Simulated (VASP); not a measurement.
# CoO (Fm-3m) in VASP: notebook, part 3 of 3

VASP 6.6.1. Earlier steps stand in the parts before.

## 4. Single point, LDA, collinear spin, ferromagnetic start

This run uses another cell than the first one, of 9.49 Å³/atom, 1.021 times its volume.

The input, INCAR:

```
SYSTEM = CoO
PREC     = Accurate       ! precision mode
ENCUT    = 520            ! plane-wave cutoff, eV
EDIFF    = 1E-7           ! SCF threshold, eV
ISMEAR   = -1             ! smearing method
SIGMA    = 0.05           ! smearing width, eV
LREAL    = .FALSE.        ! projectors in reciprocal space
LASPH    = .TRUE.         ! aspherical terms in the spheres
NELM     = 150            ! most SCF steps
ALGO     = Normal         ! electronic algorithm
ISIF     = 2              ! what is computed and relaxed
LWAVE    = .FALSE.        ! write WAVECAR
LCHARG   = .FALSE.        ! write CHGCAR
ISPIN    = 2              ! spin polarisation
MAGMOM   = 2 0            ! initial moments
LORBIT   = 11             ! projections on sites
LMAXMIX  = 4              ! l up to which the mixer works
NBANDS   = 18             ! bands
```

The input, KPOINTS:

```
regular mesh
0
G
  11 11 11
  0 0 0
```

The input, POSCAR:

```
CoO
1.0
    0.0000000000      2.1171941998      2.1171941998
    2.1171941998      0.0000000000      2.1171941998
    2.1171941998      2.1171941998      0.0000000000
Co O
1 1
Direct
    0.0000000000      0.0000000000      0.0000000000
    0.5000000000      0.5000000000      0.5000000000
```

Potentials or basis: VASP PAW LDA potentials, release 64 (Co, O).

Launch:

```console
> cat potpaw_LDA.64/Co/POTCAR potpaw_LDA.64/O/POTCAR > POTCAR
> mpirun -np 1 vasp_std > vasp.out
```

OUTCAR:

```text
SYSTEM = CoO
   PREC = Accurate
   ENCUT = 520
   EDIFF = 1E-7
   ISMEAR = -1
   LREAL = .FALSE.
   LASPH = .TRUE.
   NELM = 150
   ISIF = 2
   ISPIN = 2
   LORBIT = 11

 ion  position               nearest neighbor table
   1  0.000  0.000  0.000-   2 2.12   2 2.12   2 2.12   2 2.12   2 2.12   2 2.12
   2  0.500  0.500  0.500-   1 2.12   1 2.12   1 2.12   1 2.12   1 2.12   1 2.12

  LATTYP: Found a face centered cubic cell.
 ALAT       =     4.2343883996

  Lattice vectors:

 A1 = (   0.0000000000,   2.1171941998,   2.1171941998)
 A2 = (   2.1171941998,   0.0000000000,   2.1171941998)
 A3 = (   2.1171941998,   2.1171941998,   0.0000000000)

Analysis of symmetry for initial positions (statically):
[... 25 lines left out ...]
The dynamic configuration has the point symmetry O_h .

Analysis of structural, dynamic, and magnetic symmetry:
=====================================================================
 Subroutine PRICEL returns:
[... 7 lines left out ...]
 out of a pool of 48 trial point group operations.

The overall configuration has the point symmetry O_h .

 Subroutine INISYM returns: Found 48 space group operations
[... 5 lines left out ...]
                                     Primitive cell
[... 656 lines left out ...]
  band No.  band energies     occupation
      1     -11.8994      1.00000
      2       5.0167      1.00000
      3       5.0167      1.00000
      4       5.0167      1.00000
      5       6.7530      1.00000
      6       6.7530      1.00000
[... 493 lines left out ...]
     17      36.3071      0.00000
     18      38.0797      0.00000

 [... further k-points ...]
[... 5 lines left out ...]
  --------------------------------------------------------------------------------------
  -------------------------------------------------------------------------------------
  Total       -2.2110885     -2.2110885     -2.2110885     -0.0000000      0.0000000      0.0000000
  in kB     -186.6399582   -186.6399582   -186.6399582     -0.0000000      0.0000000      0.0000000
  external PRESSURE =    -186.6399582 kB  Pullay stress =       0.0000000 kB

 VOLUME and BASIS-vectors are now :
 -----------------------------------------------------------------------------
  energy-cutoff  :      520.00
  volume of cell :       18.98
      direct lattice vectors                 reciprocal lattice vectors
     0.000000000  2.117194200  2.117194200    -0.236161614  0.236161614  0.236161614
     2.117194200  0.000000000  2.117194200     0.236161614 -0.236161614  0.236161614
     2.117194200  2.117194200  0.000000000     0.236161614  0.236161614 -0.236161614

 POSITION                                       TOTAL-FORCE (eV/Angst)
 -----------------------------------------------------------------------------------
      0.00000      0.00000      0.00000         0.000000     -0.000000      0.000000
      2.11719      2.11719      2.11719         0.000000      0.000000     -0.000000
 -----------------------------------------------------------------------------------
    total drift:                                0.000000     -0.000000     -0.000000

  FREE ENERGIE OF THE ION-ELECTRON SYSTEM (eV)
  ---------------------------------------------------
  free  energy   TOTEN  =       -14.7019762237 eV

  energy  without entropy=      -14.6648463165  energy(sigma->0) =      -14.68341127

 total charge

# of ion       s       p       d       tot
------------------------------------------
    1        0.300   0.369   7.206   7.876
    2        1.546   3.385   0.000   4.931
--------------------------------------------------
tot          1.847   3.753   7.206  12.807

 magnetization (x)

# of ion       s       p       d       tot
------------------------------------------
    1        0.019   0.017   2.281   2.317
    2        0.028   0.239   0.000   0.267
--------------------------------------------------
tot          0.047   0.256   2.281   2.584
```

OSZICAR:

```text
N       E                     dE             d eps       ncg     rms          rms(c)
DAV:   1     0.739042251194E+02    0.73904E+02   -0.66115E+03  4218   0.969E+02
DAV:   2    -0.124551501064E+02   -0.86359E+02   -0.74763E+02  4282   0.221E+02
DAV:   3    -0.170541812002E+02   -0.45990E+01   -0.44049E+01  4726   0.540E+01
[... 11 lines left out ...]
DAV:  15    -0.147019766041E+02   -0.28344E-05   -0.12931E-05  5636   0.611E-02    0.110E-02
DAV:  16    -0.147019758478E+02    0.75636E-06   -0.30242E-06  5390   0.222E-02    0.529E-03
DAV:  17    -0.147019760923E+02   -0.24449E-06   -0.60214E-07  4452   0.828E-03    0.704E-03
DAV:  18    -0.147019762969E+02   -0.20459E-06   -0.11170E-07  2528   0.619E-03    0.516E-03
DAV:  19    -0.147019762237E+02    0.73218E-07   -0.16968E-07  2792   0.705E-03
   1 F= -.14701976E+02 E0= -.14683411E+02  d E =-.371299E-01  mag=     2.6401
```

stdout:

```text
POSCAR found type information on POSCAR CoO
 POSCAR found :  2 types and       2 ions
 scaLAPACK will be used
 LDA part: xc-table for (Slater(with rela. corr.)+CA(PZ))
 , standard interpolation
 POSCAR, INCAR and KPOINTS ok, starting setup
 FFT: planning ... GRIDC
 FFT: planning ... GRID_SOFT
 FFT: planning ... GRID
 WAVECAR not read
 entering main loop
```

Run time: 31 s. Hardware: 1 thread of Intel Xeon Platinum 8259CL at 2.50GHz (Skylake/Cascade Lake), shared host; peak memory 0.15 GiB.

Results:

```yaml
Free_energy: -14.7020 eV
Pressure: -18.7 GPa
Net_moment: 2.64 μB per cell
Site_moments: Co +2.32; O +0.27 μB
Valence_electrons_inside_the_program's_atomic_spheres: Co 7.88; O 4.93
```

Caveat: a cell with one magnetic atom can't hold antiferromagnetic order, which such compounds often take; semilocal functionals often make such compounds metallic where correlation or magnetic order opens a gap, which also shifts bond lengths. With open d or f shells a metallic result of LDA can be an artefact of self-interaction; +U or a hybrid may open a gap.

## 5. Summary

```tsv
level	potentials or basis	cell	gap on the mesh (eV)	pressure (GPa)	moment (μB)
LDA	VASP PAW LDA potentials, release 64 (Co, O)	a = 2.974 Å, angles 60.0°, 2 atoms	none	-17.3	2.44
PBEsol+D4	VASP PAW PBE potentials, release 64 (Co, O)	a = 2.994 Å, angles 60.0°, 2 atoms	none	-10.2	2.89
LDA	VASP PAW LDA potentials, release 64 (Co, O)	a = 2.994 Å, angles 60.0°, 2 atoms	none	-18.7	2.64
```

Alike in all rows: task single point; spin collinear, ferromagnetic start; k mesh 11 × 11 × 11; cutoff (eV) 520; smearing fermi-dirac 0.05 eV.

Caveats: a cell with one magnetic atom can't hold antiferromagnetic order, which such compounds often take; semilocal functionals often make such compounds metallic where correlation or magnetic order opens a gap, which also shifts bond lengths; the PAW data sets were made with another functional, which shifts forces and pressure a little (some runs); pairwise dispersion overbinds metals, which lowers pressure and volume (some runs).

Total energies depend on the potentials used, so only differences within one code and one set of settings carry meaning.
